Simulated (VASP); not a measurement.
Crystal: KI.

```xyz
2
Lattice="0.0000 3.5562 3.5562 3.5562 0.0000 3.5562 3.5562 3.5562 0.0000" Properties=species:S:1:pos:R:3 pbc="T T T"
I     3.5562    3.5562    3.5562
K     0.0000    0.0000    0.0000
```

This cell differs from its parent crystal: volume scaled by 1.02.

Base run:

| Quantity | Value |
| --- | --- |
| Program | VASP 6.6.1 |
| Functional | PBE |
| Potentials or basis | VASP PAW PBE potentials, release 64 (I, K_sv) |
| Cutoff | 520 eV |
| k mesh | 7 × 7 × 7 |
| Occupations | fermi-dirac, width 0.05 eV |
| Spin | no spin polarisation |

Its results: band gap on the k mesh 3.92 eV, direct; pressure 0.4 GPa.

Q: The run is repeated on the same cell with these changes: functional from PBE to r2SCAN; further incar settings from ALGO = Normal; EDIFF = 1e-07; NBANDS = 15 to ALGO = Normal; EDIFF = 1e-06; NBANDS = 15. What comes out?

A: Band gap on the k mesh 4.56 eV, direct; pressure -0.1 GPa.

Caveats: spin-orbit coupling is left out, which moves the levels of the heavy elements; the PAW data sets were made with another functional, which shifts forces and pressure a little (some runs).

A k mesh can miss the band edges.
